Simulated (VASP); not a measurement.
# CdTe (F-43m) in VASP: further runs

The runs below take CdTe through single point, with PBEsol-based screened hybrid with 25 % exact exchange.

All numbers are computed with VASP 6.6.1; they aren't measurements. Logs are shortened: lines on timing, memory, paths and dates and some standing lists are left out, and cuts for length are marked.

## 1. The cell of the first run

The structure is cubic, space group F-43m (No. 216). Conventional cell: a = 6.279 Å, b = 6.279 Å, c = 6.279 Å, α = 90.00°, β = 90.00°, γ = 90.00°. Te (site symmetry -43m) has 4 Cd at 2.72 Å within 3.6 Å. Cd (site symmetry -43m) has 4 Te at 2.72 Å within 3.6 Å.

## 2. Single point, PBEsol-based screened hybrid with 25 % exact exchange

POSCAR reads:

```
CdTe
1.0
    0.0000000000      3.1395734784      3.1395734784
    3.1395734784      0.0000000000      3.1395734784
    3.1395734784      3.1395734784      0.0000000000
Te Cd
1 1
Direct
    0.7500000000      0.7500000000      0.7500000000
    0.0000000000      0.0000000000      0.0000000000
```

INCAR.step1 reads:

```
SYSTEM = CdTe
ALGO = Normal ; EDIFF = 1E-5
ENCUT = 520 ; GGA = PE
ISIF = 2 ; ISMEAR = -1
LASPH = .TRUE. ; LCHARG = .FALSE.
LREAL = .FALSE. ; LWAVE = .TRUE.
NBANDS = 16 ; NELM = 80
PREC = Accurate ; SIGMA = 0.05
```

INCAR.step2 reads:

```
SYSTEM = CdTe
AEXX = 0.25 ; ALGO = Normal
EDIFF = 1E-6 ; ENCUT = 520
GGA = PS ; HFSCREEN = 0.207
ISIF = 2 ; ISMEAR = -1
ISTART = 1 ; LASPH = .TRUE.
LCHARG = .FALSE. ; LHFCALC = .TRUE.
LREAL = .FALSE. ; LWAVE = .FALSE.
NBANDS = 16 ; NELM = 80
PREC = Accurate ; PRECFOCK = Normal
SIGMA = 0.05
```

KPOINTS reads:

```
k-points
0
G
  4 4 4
  0 0 0
```

Potentials or basis: VASP PAW PBE potentials, release 64 (Te, Cd).

Command:

```sh
cat potpaw_PBE.64/Te/POTCAR potpaw_PBE.64/Cd/POTCAR > POTCAR
cp INCAR.step1 INCAR
mpirun -np 1 vasp_std > vasp.out
cp INCAR.step2 INCAR
mpirun -np 1 vasp_std > vasp.out
```

OUTCAR:

```text
SYSTEM = CdTe
   AEXX = 0.25
   EDIFF = 1E-6
   ENCUT = 520
   GGA = PS
   HFSCREEN = 0.207
   ISIF = 2
   ISMEAR = -1
   ISTART = 1
   LASPH = .TRUE.
   LHFCALC = .TRUE.
   LREAL = .FALSE.
   NELM = 80
   PREC = Accurate
   PRECFOCK = Normal

 ion  position               nearest neighbor table
   1  0.750  0.750  0.750-   2 2.72   2 2.72   2 2.72   2 2.72
   2  0.000  0.000  0.000-   1 2.72   1 2.72   1 2.72   1 2.72

  LATTYP: Found a face centered cubic cell.
 ALAT       =     6.2791469568

  Lattice vectors:

 A1 = (   0.0000000000,   3.1395734784,   3.1395734784)
 A2 = (   3.1395734784,   0.0000000000,   3.1395734784)
 A3 = (   3.1395734784,   3.1395734784,   0.0000000000)

Analysis of symmetry for initial positions (statically):
=====================================================================
 Subroutine PRICEL returns:
 Original cell was already a primitive cell.

 Routine SETGRP: Setting up the symmetry group for a
 face centered cubic supercell.

 Subroutine GETGRP returns: Found 24 space group operations
 (whereof 24 operations were pure point group operations)
 out of a pool of 48 trial point group operations.

The static configuration has the point symmetry T_d .

Analysis of symmetry for dynamics (positions and initial velocities):
=====================================================================
 Subroutine PRICEL returns:
 Original cell was already a primitive cell.

 Routine SETGRP: Setting up the symmetry group for a
 face centered cubic supercell.

 Subroutine GETGRP returns: Found 24 space group operations
 (whereof 24 operations were pure point group operations)
 out of a pool of 48 trial point group operations.

The dynamic configuration has the point symmetry T_d .

 Subroutine INISYM returns: Found 24 space group operations
 (whereof 24 operations are pure point group operations),
 and found     1 'primitive' translations

----------------------------------------------------------------------------------------

                                     Primitive cell

  volume of cell :      61.8931

  direct lattice vectors                    reciprocal lattice vectors
     0.000000000  3.139573478  3.139573478    -0.159257301  0.159257301  0.159257301
     3.139573478  0.000000000  3.139573478     0.159257301 -0.159257301  0.159257301
     3.139573478  3.139573478  0.000000000     0.159257301  0.159257301 -0.159257301

  length of vectors
     4.440027393  4.440027393  4.440027393     0.275841738  0.275841738  0.275841738

  position of ions in fractional coordinates (direct lattice)
     0.750000000  0.750000000  0.750000000
     0.000000000  0.000000000  0.000000000

  ion indices of the primitive-cell ions
   primitive index   ion index
                 1           1
                 2           2

----------------------------------------------------------------------------------------

 KPOINTS: k-points

Automatic generation of k-mesh.
 Grid dimensions read from file:
 generate k-points for:    4    4    4

 Generating k-lattice:

  Cartesian coordinates                     Fractional coordinates (reciprocal lattice)
    -0.039814325  0.039814325  0.039814325     0.250000000  0.000000000  0.000000000
     0.039814325 -0.039814325  0.039814325     0.000000000  0.250000000  0.000000000
     0.039814325  0.039814325 -0.039814325     0.000000000  0.000000000  0.250000000

  Length of vectors
     0.068960434  0.068960434  0.068960434

  Shift w.r.t. Gamma in fractional coordinates (k-lattice)
     0.000000000  0.000000000  0.000000000

 Subroutine IBZKPT returns following result:
 ===========================================

 Found      8 irreducible k-points:

 Following reciprocal coordinates:
            Coordinates               Weight
  0.000000  0.000000  0.000000      1.000000
  0.250000  0.000000  0.000000      8.000000
  0.500000  0.000000  0.000000      4.000000
  0.250000  0.250000  0.000000      6.000000
  0.500000  0.250000  0.000000     24.000000
 -0.250000  0.250000  0.000000     12.000000
  0.500000  0.500000  0.000000      3.000000
 -0.250000  0.500000  0.250000      6.000000
   k-points           NKPTS =      8   k-points in BZ     NKDIM =     64   number of bands    NBANDS=     16
   number of dos      NEDOS =    301   number of ions     NIONS =      2
   total plane-waves  NPLWV =  46656
   dimension x,y,z NGX =    36 NGY =   36 NGZ =   36
   dimension x,y,z NGXF=    72 NGYF=   72 NGZF=   72
   ions per type =               1   1
   NGX,Y,Z   is equivalent  to a cutoff of  13.48, 13.48, 13.48 a.u.
   NGXF,Y,Z  is equivalent  to a cutoff of  26.96, 26.96, 26.96 a.u.
 SYSTEM =  CdTe
   PREC   = accura    normal or accurate (medium, high low for compatibility)
   ISTART =      1    job   : 0-new  1-cont  2-samecut
   ICHARG =      0    charge: 1-file 2-atom 10-const
   ISPIN  =      1    spin polarized calculation?
   LNONCOLLINEAR =      F non collinear calculations
   LSORBIT =      F    spin-orbit coupling
   LASPH  =      T    aspherical Exc in radial PAW
   ENCUT  =  520.0 eV  38.22 Ry    6.18 a.u.   8.26  8.26  8.26*2*pi/ulx,y,z
   NELM   =     80;   NELMIN=  2; NELMDL=  0     # of ELM steps
   EDIFF  = 0.1E-05   stopping-criterion for ELM
   LREAL  =      F    real-space projection
   EDIFFG = 0.1E-04   stopping-criterion for IOM
   NSW    =      0    number of steps for IOM
   IBRION =     -1    ionic relax: 0-MD 1-quasi-New 2-CG
   NFREE  =      0    steps in history (QN), initial steepest desc. (CG)
   ISIF   =      2    stress and relaxation
   ISYM   =      3    0-nonsym 1-usesym 2-fastsym
   POTIM  = 0.5000    time-step for ionic-motion
   TEBEG  =    0.0;   TEEND  =   0.0 temperature during run
   PSTRESS=    0.0 pullay stress
   NELECT =      18.0000    total number of electrons
   NUPDOWN=      -1.0000    fix difference up-down
   EMIN   =  10.00;   EMAX   =-10.00  energy-range for DOS
   EFERMI =   0.00;   METHOD = LEGACY
   ISMEAR =    -1;   SIGMA  =   0.05  broadening in eV -4-tet -1-fermi 0-gaus
   EFERMI_NEDOS =   21; number of points for ismear=-14 and -15
   IALGO  =     38    algorithm
   IMIX   =      1    mixing-type and parameters
     AMIX     =   0.40;   BMIX     =  1.00
     AMIX_MAG =   1.60;   BMIX_MAG =  1.00
  volume/ion in A,a.u.               =      30.95       208.84
  Fermi-wavevector in a.u.,A,eV,Ry     =   1.084638  2.049670 16.006447  1.176441
  Thomas-Fermi vector in A             =   2.220733
   LORBIT       =      0    0 simple, 1 ext, 2 COOP (PROOUT), +10 PAW based schemes
   GGA     = PS    functional components
   LHFCALC =     T    Hartree Fock is set to
   PRECFOCK=normal    Normal, Fast or Accurate (Low or Medium for compatibility)
   ENCUT4O =  -1.0   cutoff for four orbital integrals eV
   NKREDX  =     1    reduce k-point grid by
   NKREDY  =     1    reduce k-point grid by
   NKREDZ  =     1    reduce k-point grid by
   AEXX    =    0.2500 exact exchange contribution
   HFSCREEN=    0.2070 screening length (either q_TF or 0.3 A-1)
   HFSCREENC=   0.2070 screening length for correlation (either q_TF or 0.3 A-1)
   ENCUTFOCK=  -1.0 apply spherical cutoff to Coloumb kernel
   IVDW    =     0    specifies the selected vdW correction
   LEPSILON=     F    determine dielectric tensor
   LRPA    =     F    only Hartree local field effects (RPA)
 non-spin polarized calculation
  energy-cutoff  :      520.00
  volume of cell :       61.89
 maximum number of plane-waves:      1700
 NGX is ok and might be reduce to    36
  NGX = 28; NGY = 28; NGZ = 28

 number of electron      18.0000003 magnetization

 Free energy of the ion-electron system (eV)
  ---------------------------------------------------
  ext. energy  EPLUGINS =         0.00000000
  ---------------------------------------------------
  free energy    TOTEN  =        -6.35869507 eV

  energy without entropy =       -6.35869506  energy(sigma->0) =       -6.35869507

 E-fermi :   3.5720     XC(G=0):  -7.6419

 val. band max:        2.6724185284   @ k =   0.0000   0.0000   0.0000
 cond. band min:       4.4181092961   @ k =   0.0000   0.0000   0.0000
 fundamental gap:      1.7456907677
 Fermi energy:         3.5719988814

 k-point     1 :       0.0000    0.0000    0.0000
  band No.  band energies     occupation
      1     -10.1394      2.00000
      2      -7.2745      2.00000
      3      -7.2745      2.00000
      4      -7.2745      2.00000
      5      -6.9296      2.00000
      6      -6.9296      2.00000
[... 8 lines left out ...]
     15      13.1985      0.00000
     16      13.1985      0.00000

 k-point     2 :       0.2500    0.0000    0.0000
  band No.  band energies     occupation
      1      -9.8787      2.00000
      2      -7.2278      2.00000
      3      -7.2278      2.00000
      4      -7.0081      2.00000
      5      -6.9311      2.00000
      6      -6.9311      2.00000
[... 8 lines left out ...]
     15      12.0707      0.00000
     16      12.0707      0.00000

 k-point     3 :       0.5000    0.0000    0.0000
  band No.  band energies     occupation
      1      -9.6357      2.00000
      2      -7.1915      2.00000
      3      -7.1915      2.00000
      4      -6.9198      2.00000
      5      -6.9198      2.00000
      6      -6.3974      2.00000
[... 8 lines left out ...]
     15      14.3045      0.00000
     16      14.3045      0.00000

 k-point     4 :       0.2500    0.2500    0.0000
  band No.  band energies     occupation
      1      -9.7959      2.00000
      2      -7.1737      2.00000
      3      -7.1737      2.00000
      4      -7.0669      2.00000
      5      -6.9109      2.00000
      6      -6.8814      2.00000
[... 8 lines left out ...]
     15      13.7683      0.00000
     16      14.7963      0.00000

 k-point     5 :       0.5000    0.2500    0.0000
  band No.  band energies     occupation
      1      -9.5638      2.00000
      2      -7.1490      2.00000
      3      -7.1233      2.00000
      4      -6.9873      2.00000
      5      -6.9109      2.00000
      6      -6.3168      2.00000
[... 8 lines left out ...]
     15      14.5479      0.00000
     16      14.8982      0.00000

 k-point     6 :      -0.2500    0.2500    0.0000
  band No.  band energies     occupation
      1      -9.6376      2.00000
      2      -7.1699      2.00000
      3      -7.1682      2.00000
      4      -6.9423      2.00000
      5      -6.9421      2.00000
      6      -6.5212      2.00000
[... 8 lines left out ...]
     15      13.5696      0.00000
     16      15.0421      0.00000

 k-point     7 :       0.5000    0.5000    0.0000
  band No.  band energies     occupation
      1      -9.4924      2.00000
      2      -7.0747      2.00000
      3      -7.0595      2.00000
      4      -7.0595      2.00000
      5      -6.8920      2.00000
      6      -6.1744      2.00000
[... 8 lines left out ...]
     15      14.7587      0.00000
     16      15.6352      0.00000

 k-point     8 :      -0.2500    0.5000    0.2500
  band No.  band energies     occupation
      1      -9.4956      2.00000
      2      -7.1133      2.00000
      3      -7.1085      2.00000
      4      -6.9713      2.00000
      5      -6.9328      2.00000
      6      -6.0557      2.00000
[... 8 lines left out ...]
     15      15.3648      0.00000
     16      15.3714      0.00000

------------------------ aborting loop because EDIFF is reached ----------------------------------------

  FORCE on cell =-STRESS in cart. coord.  units (eV):
  Direction    XX          YY          ZZ          XY          YZ          ZX
  --------------------------------------------------------------------------------------
  -------------------------------------------------------------------------------------
  Total        2.0967850      2.0967850      2.0967850     -0.0000000      0.0000000      0.0000000
  in kB       54.2778366     54.2778366     54.2778366     -0.0000000      0.0000000      0.0000000
  external PRESSURE =      54.2778366 kB  Pullay stress =       0.0000000 kB

 VOLUME and BASIS-vectors are now :
 -----------------------------------------------------------------------------
  energy-cutoff  :      520.00
  volume of cell :       61.89
      direct lattice vectors                 reciprocal lattice vectors
     0.000000000  3.139573478  3.139573478    -0.159257301  0.159257301  0.159257301
     3.139573478  0.000000000  3.139573478     0.159257301 -0.159257301  0.159257301
     3.139573478  3.139573478  0.000000000     0.159257301  0.159257301 -0.159257301

 POSITION                                       TOTAL-FORCE (eV/Angst)
 -----------------------------------------------------------------------------------
      4.70936      4.70936      4.70936         0.000000      0.000000      0.000000
      0.00000      0.00000      0.00000        -0.000000     -0.000000     -0.000000
 -----------------------------------------------------------------------------------
    total drift:                                0.000014      0.000022      0.000015

  FREE ENERGIE OF THE ION-ELECTRON SYSTEM (eV)
  ---------------------------------------------------
  free  energy   TOTEN  =        -6.3586950668 eV

  energy  without entropy=       -6.3586950642  energy(sigma->0) =       -6.35869507
```

Wall time 8.3 min (1 thread of Intel Xeon Platinum 8488C (Sapphire Rapids), shared host); peak memory 0.32 GiB.

What came out:

```yaml
Free_energy: -6.3587 eV
Pressure: 5.4 GPa
Band_gap_on_the_k_mesh: 1.75 eV
```

Caveat: the k points lie up to 0.43 Å⁻¹ apart; the PAW data sets were made with another functional, which shifts forces and pressure a little; spin-orbit coupling is left out, which moves the levels of the heavy elements.

## 3. Single point, PBEsol-based screened hybrid with 25 % exact exchange

This run uses another cell than the first one, of 31.60 Å³/atom.

POSCAR reads:

```
CdTe
1.0
    0.0000000000      3.1616838793      3.1616838793
    3.1616838793      0.0000000000      3.1616838793
    3.1616838793      3.1616838793      0.0000000000
Te Cd
1 1
Direct
    0.7500000000      0.7500000000      0.7500000000
    0.0000000000      0.0000000000      0.0000000000
```

INCAR.step1 reads:

```
PREC = Accurate
ENCUT = 520
EDIFF = 1E-5
ISMEAR = -1
SIGMA = 0.05
LREAL = F
LASPH = T
NELM = 60
ALGO = Normal
ISIF = 2
LWAVE = T
LCHARG = F
GGA = PE
NBANDS = 16
```

INCAR.step2 reads:

```
PREC = Accurate
ENCUT = 520
EDIFF = 1E-7
ISMEAR = -1
SIGMA = 0.05
LREAL = F
LASPH = T
NELM = 60
ALGO = Normal
ISIF = 2
LWAVE = F
LCHARG = F
GGA = PS
LHFCALC = T
AEXX = 0.25
HFSCREEN = 0.207
PRECFOCK = Normal
ISTART = 1
NBANDS = 16
```

KPOINTS reads:

```
Automatic mesh
0
Gamma
  4 4 4
```

Potentials or basis: VASP PAW PBE potentials, release 64 (Te, Cd).

Command:

```sh
cat potpaw_PBE.64/Te/POTCAR potpaw_PBE.64/Cd/POTCAR > POTCAR
cp INCAR.step1 INCAR
mpirun -np 1 vasp_std > vasp.out
cp INCAR.step2 INCAR
mpirun -np 1 vasp_std > vasp.out
```

Wall time 8.1 min (1 thread of Intel Xeon Platinum 8488C (Sapphire Rapids), shared host); peak memory 0.31 GiB.

The run converged. Its results:

| Quantity | Value |
| --- | --- |
| Free energy | -6.3979 eV |
| Pressure | 4.1 GPa |
| Band gap on the k mesh | 1.68 eV |

Levels at points of the mesh, in eV from the valence-band top:
| k point | band 5 | band 6 | band 7 | band 8 | band 9 | band 10 | band 11 | band 12 | band 13 | band 14 |
| --- | --- | --- | --- | --- | --- | --- | --- | --- | --- | --- |
| (0.00, 0.00, 0.00) | -9.53 | -9.53 | 0.00 | 0.00 | 0.00 | 1.68 | 5.35 | 5.35 | 5.35 | 8.49 |
| (0.50, 0.00, 0.00) | -9.52 | -9.02 | -5.28 | -0.96 | -0.96 | 2.60 | 5.96 | 5.96 | 7.86 | 9.99 |
| (0.50, 0.50, 0.00) | -9.50 | -8.81 | -5.06 | -2.31 | -2.31 | 2.98 | 3.35 | 10.35 | 10.71 | 10.71 |

Caveat: the k points lie up to 0.43 Å⁻¹ apart; the PAW data sets were made with another functional, which shifts forces and pressure a little; spin-orbit coupling is left out, which moves the levels of the heavy elements.
